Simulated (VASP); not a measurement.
Input of a VASP 6.6.1 run:

The input INCAR:

```
PREC = Accurate
ENCUT = 520
EDIFF = 1E-6
ISMEAR = -1
SIGMA = 0.08
LREAL = F
LASPH = T
NELM = 100
ALGO = Normal
ISIF = 2
LWAVE = F
LCHARG = F
GGA = PE
NBANDS = 12
```

Contents of KPOINTS:

```
Automatic mesh
0
Gamma
  16 16 16
```

Contents of POSCAR:

```
Ga
1.0
   -1.2739367101      1.2739367101      1.2739367101
    1.2739367101     -1.2739367101      1.2739367101
    1.2739367101      1.2739367101     -1.2739367101
Ga
1
Direct
    0.0000000000      0.0000000000      0.0000000000
```

Potentials or basis: VASP PAW PBE potentials, release 64 (Ga_d).

The run is started by

```bash
$ cat potpaw_PBE.64/Ga_d/POTCAR > POTCAR
$ mpirun -np 1 vasp_std > vasp.out
```

Task: What does it give for the pressure?

Result: 308.7 GPa.
